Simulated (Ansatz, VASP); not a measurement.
One calculation of AlP5, two programs

```
Al P
1.0
     7.92043    0.00000    0.00000
    -3.96022    6.85930    0.00000
     0.00000    0.00000    2.38713
Al P
1 5
Direct
  0.00000 0.00000 0.50000
  0.50000 0.00000 0.50000
  0.00000 0.50000 0.50000
  0.50000 0.50000 0.50000
  0.33333 0.66667 0.50000
  0.66667 0.33333 0.50000
```

Alike in both runs: functional PBE; k mesh 6 × 6 × 16; occupations gaussian, width 0.1 eV; no spin polarisation.

Ansatz relaxed the structure, and its values are those at the end. VASP's run is a single point on that final structure, the one shown.

|  | VASP | Ansatz |
| --- | --- | --- |
| version | VASP 6.6.1 | Ansatz 0.2.0 |
| potentials or method | VASP PAW PBE potentials, release 64 (Al, P), cutoff 520 eV | scalar-relativistic, plane waves, PAW |
| valence electrons in the cell | 28 | 28 |

```tsv
	VASP	Ansatz	Ansatz less VASP
gap on the k mesh at the Fermi level (eV)	none	none	-
pressure (GPa)	-0.2	0.0	+0.18
```

A gap of «none» marks a metal or a gap that the smearing closes. With one functional, cell and mesh, what is left measures potentials, basis and numerics.
